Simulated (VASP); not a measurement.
# CaO (P1) in VASP: further runs, part 3 of 3

VASP 6.6.1. Earlier steps stand in the parts before.

## Step 4: Single point, PBE

The input, INCAR:

```
ALGO = Normal ; EDIFF = 1E-6
ENCUT = 520 ; GGA = PE
ISIF = 2 ; ISMEAR = -1
LASPH = T ; LCHARG = F
LREAL = Auto ; LWAVE = F
NBANDS = 114 ; NELM = 80
PREC = Accurate ; SIGMA = 0.146
```

The input, KPOINTS:

```
k-points
0
Gamma
  2 2 2
```

The input, POSCAR:

```
CaO
1.0
    5.8064179366      0.0000000000      0.0000000000
    0.0000000000      5.8064179366      0.0000000000
    0.0000000000      0.0000000000      8.7096269049
Ca O
12 12
Direct
   -0.0445198749     -0.0352511656      0.0129638159
   -0.0423884403     -0.0609410146      0.3283094708
    0.0015098810      0.0561261700      0.6766520615
    0.0208538209      0.4659428635     -0.0046833235
   -0.0082768758      0.4665034501      0.3545557156
    0.0435769527      0.5638111200      0.6813053033
    0.4199165521      0.0085357273     -0.0130735795
    0.4455218395      0.0598303470      0.3447641366
    0.5192103002      0.0200841554      0.6601286212
    0.5480897233      0.4999588441      0.0089711076
    0.5091829476      0.5547564841      0.3472126915
    0.5424346016      0.5204668408      0.6704232068
    0.2153532546      0.2551354408      0.1909442297
    0.2990006953      0.2617310735      0.5467716415
    0.2491961508      0.2537094326      0.8631814063
    0.2766202877      0.7657772914      0.1756388668
    0.2495833086      0.7380199026      0.5243803265
    0.1572706288      0.7855407671      0.8343046240
    0.7037180314      0.0771050250      0.1624128123
    0.7401373871      0.2338042171      0.4800567287
    0.7222647501      0.3258399620      0.8288413590
    0.8150661994      0.6525880571      0.1574833245
    0.7388844632      0.7488195041      0.4991219541
    0.6931113199      0.7689744432      0.8462928528
```

Potentials or basis: VASP PAW PBE potentials, release 64 (Ca_sv, O).

Run with:

```
$ cat potpaw_PBE.64/Ca_sv/POTCAR potpaw_PBE.64/O/POTCAR > POTCAR
$ mpirun -np 1 vasp_std > vasp.out
```

OUTCAR:

```text
EDIFF = 1E-6
   ENCUT = 520
   GGA = PE
   ISIF = 2
   ISMEAR = -1
   LASPH = T
   LREAL = Auto
   NELM = 80
   PREC = Accurate

 ion  position               nearest neighbor table
   1  0.955  0.965  0.013-  19 2.06  18 2.21  22 2.35  24 2.39   7 2.72   2 2.75   4 2.93   4 2.94
                             3 2.99   7 3.13
   2  0.958  0.939  0.328-  19 2.21  23 2.25  22 2.38  16 2.49  20 2.50   1 2.75   5 2.76   8 2.92
                             8 3.06   5 3.08   3 3.12
   3  0.002  0.056  0.677-  18 2.27  14 2.39  15 2.45  20 2.51   9 2.81   6 2.87   6 2.96   1 2.99
                             9 3.02   2 3.12
   4  0.021  0.466  0.995-  22 2.14  15 2.14  13 2.38  21 2.40  18 2.46  10 2.75   6 2.80   1 2.93
                             1 2.94  10 3.07   5 3.13
   5  0.992  0.467  0.355-  20 2.27  22 2.27  13 2.29  23 2.54   2 2.76  11 2.85   6 2.92  11 3.05
                             2 3.08   4 3.13
   6  0.044  0.564  0.681-  18 1.97  17 2.08   4 2.80   3 2.87  12 2.91   5 2.92  12 2.92   3 2.96
[... 5 lines left out ...]
   9  0.519  0.020  0.660-  14 2.14  20 2.38  24 2.40  23 2.46  17 2.56   8 2.79   3 2.81   7 2.90
                            12 2.91  12 2.91   3 3.02
  10  0.548  0.500  0.009-  21 2.12  22 2.20  24 2.27   4 2.75  12 2.95   7 2.96  11 2.97   7 3.05
                             4 3.07
  11  0.509  0.555  0.347-  23 2.19  16 2.36  17 2.41  22 2.49  20 2.57  12 2.83   5 2.85   8 2.90
                             8 2.96  10 2.97   5 3.05
  12  0.542  0.520  0.670-  21 2.07  24 2.28  23 2.30  14 2.33  17 2.47  11 2.83   9 2.91   6 2.91
                             9 2.91   6 2.92  10 2.95
  13  0.215  0.255  0.191-   8 2.21   5 2.29   4 2.38
  14  0.299  0.262  0.547-   9 2.14   8 2.28  12 2.33   3 2.39
  15  0.249  0.254  0.863-   7 2.04   4 2.14   3 2.45
  16  0.277  0.766  0.176-   7 2.32  11 2.36   8 2.46   2 2.49
  17  0.250  0.738  0.524-   6 2.08  11 2.41  12 2.47   9 2.56
  18  0.157  0.786  0.834-   6 1.97   1 2.21   3 2.27   7 2.40   4 2.46
  19  0.704  0.077  0.162-   1 2.06   8 2.19   2 2.21   7 2.28
  20  0.740  0.234  0.480-   5 2.27   8 2.31   9 2.38   2 2.50   3 2.51  11 2.57
  21  0.722  0.326  0.829-  12 2.07  10 2.12   4 2.40
  22  0.815  0.653  0.157-   4 2.14  10 2.20   5 2.27   1 2.35   2 2.38  11 2.49
  23  0.739  0.749  0.499-  11 2.19   2 2.25  12 2.30   9 2.46   5 2.54
  24  0.693  0.769  0.846-  10 2.27  12 2.28   1 2.39   9 2.40   7 2.44

  LATTYP: Found a simple tetragonal cell.
 ALAT       =     5.8064179366
 C/A-ratio  =     1.5000000000

  Lattice vectors:

 A1 = (   5.8064179366,   0.0000000000,   0.0000000000)
 A2 = (   0.0000000000,   5.8064179366,   0.0000000000)
 A3 = (   0.0000000000,   0.0000000000,   8.7096269049)

Analysis of symmetry for initial positions (statically):
=====================================================================
 Subroutine PRICEL returns:
 Original cell was already a primitive cell.

 Routine SETGRP: Setting up the symmetry group for a
 simple tetragonal supercell.

 Subroutine GETGRP returns: Found  1 space group operations
 (whereof  1 operations were pure point group operations)
 out of a pool of 16 trial point group operations.

The static configuration has the point symmetry C_1 .

Analysis of symmetry for dynamics (positions and initial velocities):
=====================================================================
 Subroutine PRICEL returns:
 Original cell was already a primitive cell.

 Routine SETGRP: Setting up the symmetry group for a
 simple tetragonal supercell.

 Subroutine GETGRP returns: Found  1 space group operations
 (whereof  1 operations were pure point group operations)
 out of a pool of 16 trial point group operations.

[... 106 lines left out ...]
  0.500000  0.000000  0.500000      1.000000
  0.000000  0.500000  0.500000      1.000000
  0.500000  0.500000  0.500000      1.000000
   k-points           NKPTS =      8   k-points in BZ     NKDIM =      8   number of bands    NBANDS=    114
   number of dos      NEDOS =    301   number of ions     NIONS =     24
   total plane-waves  NPLWV = 161280
   dimension x,y,z NGX =    48 NGY =   48 NGZ =   70
   dimension x,y,z NGXF=    96 NGYF=   96 NGZF=  140
   ions per type =              12  12
   NGX,Y,Z   is equivalent  to a cutoff of  13.74, 13.74, 13.36 a.u.
   NGXF,Y,Z  is equivalent  to a cutoff of  27.49, 27.49, 26.72 a.u.
 SYSTEM =  unknown system
   PREC   = accura    normal or accurate (medium, high low for compatibility)
   ISTART =      0    job   : 0-new  1-cont  2-samecut
   ICHARG =      2    charge: 1-file 2-atom 10-const
   ISPIN  =      1    spin polarized calculation?
   LNONCOLLINEAR =      F non collinear calculations
   LSORBIT =      F    spin-orbit coupling
   LASPH  =      T    aspherical Exc in radial PAW
   ENCUT  =  520.0 eV  38.22 Ry    6.18 a.u.  10.80 10.80 16.19*2*pi/ulx,y,z
   NELM   =     80;   NELMIN=  2; NELMDL= -5     # of ELM steps
   EDIFF  = 0.1E-05   stopping-criterion for ELM
   LREAL  =      T    real-space projection
   EDIFFG = 0.1E-04   stopping-criterion for IOM
   NSW    =      0    number of steps for IOM
   IBRION =     -1    ionic relax: 0-MD 1-quasi-New 2-CG
   NFREE  =      0    steps in history (QN), initial steepest desc. (CG)
   ISIF   =      2    stress and relaxation
   ISYM   =      2    0-nonsym 1-usesym 2-fastsym
   POTIM  = 0.5000    time-step for ionic-motion
   TEBEG  =    0.0;   TEEND  =   0.0 temperature during run
   PSTRESS=    0.0 pullay stress
   NELECT =     192.0000    total number of electrons
   NUPDOWN=      -1.0000    fix difference up-down
   EMIN   =  10.00;   EMAX   =-10.00  energy-range for DOS
   EFERMI =   0.00;   METHOD = LEGACY
   ISMEAR =    -1;   SIGMA  =   0.15  broadening in eV -4-tet -1-fermi 0-gaus
   EFERMI_NEDOS =   21; number of points for ismear=-14 and -15
   IALGO  =     38    algorithm
   IMIX   =      4    mixing-type and parameters
     AMIX     =   0.40;   BMIX     =  1.00
     AMIX_MAG =   1.60;   BMIX_MAG =  1.00
  volume/ion in A,a.u.               =      12.24        82.57
  Fermi-wavevector in a.u.,A,eV,Ry     =   1.420921  2.685151 27.470378  2.019016
  Thomas-Fermi vector in A             =   2.541785
   LORBIT       =      0    0 simple, 1 ext, 2 COOP (PROOUT), +10 PAW based schemes
   GGA     = PE    functional components
[... 5 lines left out ...]
 non-spin polarized calculation
  energy-cutoff  :      520.00
  volume of cell :      293.64
 maximum number of plane-waves:      7940
 NGX is ok and might be reduce to    48
   NGX = 21   NGY = 21   NGZ = 33

 number of electron     192.0000009 magnetization

 Free energy of the ion-electron system (eV)
  ---------------------------------------------------
  ext. energy  EPLUGINS =         0.00000000
  ---------------------------------------------------
  free energy    TOTEN  =      -138.48180350 eV

  energy without entropy =     -138.48177389  energy(sigma->0) =     -138.48178869

 E-fermi :   5.8374     XC(G=0): -11.1601

 val. band max:        4.0281774233   @ k =   0.5000   0.0000   0.5000
 cond. band min:       7.4988133123   @ k =   0.0000   0.0000   0.0000
 fundamental gap:      3.4706358890
 Fermi energy:         5.8374433402

 k-point     1 :       0.0000    0.0000    0.0000
  band No.  band energies     occupation
      1     -35.2805      2.00000
      2     -35.0422      2.00000
      3     -34.8140      2.00000
      4     -34.7789      2.00000
      5     -34.5918      2.00000
      6     -34.5854      2.00000
[... 877 lines left out ...]
    107       9.5647      0.00000
    108       9.5920      0.00000
 [bands above 108 left out]

------------------------ aborting loop because EDIFF is reached ----------------------------------------

  FORCE on cell =-STRESS in cart. coord.  units (eV):
  Direction    XX          YY          ZZ          XY          YZ          ZX
  --------------------------------------------------------------------------------------
  -------------------------------------------------------------------------------------
  Total       32.6686724     35.2236671     27.4654536     -3.7668902      1.4129022     -1.8316954
  in kB      178.2485197    192.1892154    149.8584451    -20.5531033      7.7091509     -9.9941924
  external PRESSURE =     173.4320601 kB  Pullay stress =       0.0000000 kB

 VOLUME and BASIS-vectors are now :
 -----------------------------------------------------------------------------
  energy-cutoff  :      520.00
  volume of cell :      293.64
      direct lattice vectors                 reciprocal lattice vectors
     5.806417937  0.000000000  0.000000000     0.172223221  0.000000000  0.000000000
     0.000000000  5.806417937  0.000000000     0.000000000  0.172223221  0.000000000
     0.000000000  0.000000000  8.709626905     0.000000000  0.000000000  0.114815481

 POSITION                                       TOTAL-FORCE (eV/Angst)
 -----------------------------------------------------------------------------------
      5.54792      5.60173      0.11291        -0.397944     -0.469512     -0.519242
      5.56029      5.45257      2.85945         0.203414      0.360256      0.085452
      0.00877      0.32589      5.89339         0.602380      0.674341     -0.149527
      0.12109      2.70546      8.66884         1.193034      0.288936      0.634843
      5.75836      2.70871      3.08805         1.174257     -0.748119     -0.209609
      0.25303      3.27372      5.93392        -1.421177     -2.065414     -0.923970
[... 16 lines left out ...]
      4.29027      4.34796      4.34717         0.683123      0.060499      0.426991
      4.02449      4.46499      7.37090        -0.476899      1.534990     -0.302839
 -----------------------------------------------------------------------------------
    total drift:                                0.010448      0.009325      0.004596

  FREE ENERGIE OF THE ION-ELECTRON SYSTEM (eV)
  ---------------------------------------------------
  free  energy   TOTEN  =      -138.4818035033 eV

  energy  without entropy=     -138.4817738862  energy(sigma->0) =     -138.48178869
```

It took 8.7 min on 1 thread of Intel Xeon Platinum 8488C (Sapphire Rapids), shared host; peak memory 0.49 GiB.

What came out:

```
Free energy            : -138.4818 eV
Pressure               : 17.3 GPa
Largest force          : 3.784 eV/Å
Band gap on the k mesh : 3.47 eV (least direct gap 3.49 eV)
```

Forces in eV/Å, atoms in the order of the input:
```
Ca  -0.398 -0.470 -0.519
Ca   0.203  0.360  0.085
Ca   0.602  0.674 -0.150
Ca   1.193  0.289  0.635
Ca   1.174 -0.748 -0.210
Ca  -1.421 -2.065 -0.924
Ca   1.408 -1.499  1.478
Ca  -0.243 -0.798 -0.667
Ca  -0.048 -0.695  0.557
Ca  -1.653  0.478  0.800
Ca  -1.291  0.148 -0.661
Ca  -0.920  0.280 -0.660
O   -0.425  0.303  0.139
O   -2.170  0.541 -0.715
O   -0.928  1.141 -1.708
O    0.172 -0.400  0.179
O    0.419  1.450 -1.561
O    1.902  0.581  1.334
O   -0.642  2.431  0.215
O    1.288  0.436  0.439
O    2.336 -2.977  0.007
O   -0.766 -1.056  1.779
O    0.683  0.060  0.427
O   -0.477  1.535 -0.303
```

Stress tensor (GPa, compression positive):
```
17.82 -2.06 -1.00
-2.06 19.22  0.77
-1.00  0.77 14.99
```

Caveat: the k points lie up to 0.54 Å⁻¹ apart; the atoms stand as in a frame of molecular dynamics; the structure was generated, so it needn't be the stable form of CaO; forces of over 1 eV/Å act on the atoms, so gaps and moduli don't describe the material at rest. A k mesh can miss the band edges.

## Step 5: The runs side by side

| cell | gap on the mesh (eV) | pressure (GPa) | largest force (eV/Å) |
| --- | --- | --- | --- |
| as given, atomic positions A | 3.15 | 10.5 | 3.26 |
| as given, atomic positions B | 3.71 | 16.9 | 2.63 |
| as given, atomic positions C | 3.47 | 17.3 | 3.78 |

Alike in all rows: task single point; level PBE; potentials or basis VASP PAW PBE potentials, release 64 (Ca_sv, O); no spin polarisation; k mesh 2 × 2 × 2; cutoff (eV) 520; smearing fermi-dirac 0.146 eV.

Caveats: all runs use coarse meshes; the atoms stand as in a frame of molecular dynamics; the structure was generated, so it needn't be the stable form of CaO; forces of over 1 eV/Å act on the atoms, so gaps and moduli don't describe the material at rest.

Absolute energies hang on the potentials; compare differences alone.
